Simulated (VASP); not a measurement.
Wanted: the native input for a VASP 6.6.1 run.

| Item | Value |
| --- | --- |
| Task | single point |
| Functional | PBE |
| Potentials or basis | VASP PAW PBE potentials, release 64 (Li_sv) |
| Cutoff | 520 eV |
| k mesh | 20 × 20 × 20 |
| Occupations | gaussian, width 0.15 eV |
| Spin | no spin polarisation |
| Dipole correction | no |
| Further INCAR settings | ALGO = Fast; EDIFF = 1e-06; NBANDS = 8 |

The structure of Li lies in POSCAR:

```
Li
1.0
   -1.7806250000      1.7500000000      1.7500000000
    1.7806250000     -1.7500000000      1.7500000000
    1.7806250000      1.7500000000     -1.7500000000
Li
1
Direct
    0.0000000000      0.0000000000      0.0000000000
```

This cell differs from its parent crystal: strain +0.0175 x Voigt [1, 0, 0, 0, 0, 0].

The input as run:

INCAR

```
SYSTEM = Li
ALGO = Fast ; EDIFF = 1E-6
ENCUT = 520 ; GGA = PE
ISIF = 2 ; ISMEAR = 0
LASPH = .True. ; LCHARG = .False.
LREAL = .False. ; LWAVE = .False.
NBANDS = 8 ; NELM = 80
PREC = Accurate ; SIGMA = 0.15
```

KPOINTS

```
k-points
0
Gamma
  20 20 20
  0 0 0
```

Potentials or basis: VASP PAW PBE potentials, release 64 (Li_sv).

Command:

```sh
$ cat potpaw_PBE.64/Li_sv/POTCAR > POTCAR
$ mpirun -np 1 vasp_std > vasp.out
```

It gave:

```json
{
  "Band gap on the k mesh": "zero (an odd number of electrons rules out a gap without spin polarisation)"
}
```

Caveat: the cell differs from its parent crystal (strain +0.0175 x Voigt [1, 0, 0, 0, 0, 0]).

It took 72 s on 1 thread of Intel(R) Xeon(R) Platinum 8175M CPU @ 2.50GHz (Skylake/Cascade Lake) (shared host), peak memory 0.2 GiB.
